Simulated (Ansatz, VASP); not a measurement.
# Two plane-wave programs on Cd3C4

```
Cd C
1.0
     4.63812    0.00000    0.00000
     0.00000    4.63812    0.00000
     0.00000    0.00000    4.63812
Cd C
3 4
Direct
  0.50000 0.50000 0.00000
  0.00000 0.50000 0.50000
  0.50000 0.00000 0.50000
  0.50000 0.50000 0.50000
  0.50000 0.00000 0.00000
  0.00000 0.50000 0.00000
  0.00000 0.00000 0.50000
```

Change from the starting cell: species swapped into the W3N4 type (Pm-3m, No. 221).

Alike in both runs: task single point; functional PBE; k mesh 4 × 4 × 4; occupations gaussian, width 0.1 eV; no spin polarisation.

|  | VASP | Ansatz |
| --- | --- | --- |
| version | VASP 6.6.1 | Ansatz 0.2.0 |
| potentials or method | VASP PAW PBE potentials, release 64 (Cd_sv_GW, C), cutoff 700 eV | scalar-relativistic, plane waves, PAW |
| valence electrons in the cell | 76 | 76 |

Ansatz gave:

```
gap on the k mesh at the Fermi level (eV) : none
pressure (GPa)                            : 5.6
```

Question: What did VASP give for the same quantities?

Answer: gap on the k mesh at the Fermi level (eV): none; pressure (GPa): 5.7.

A gap of «none» marks a metal or a gap that the smearing closes.
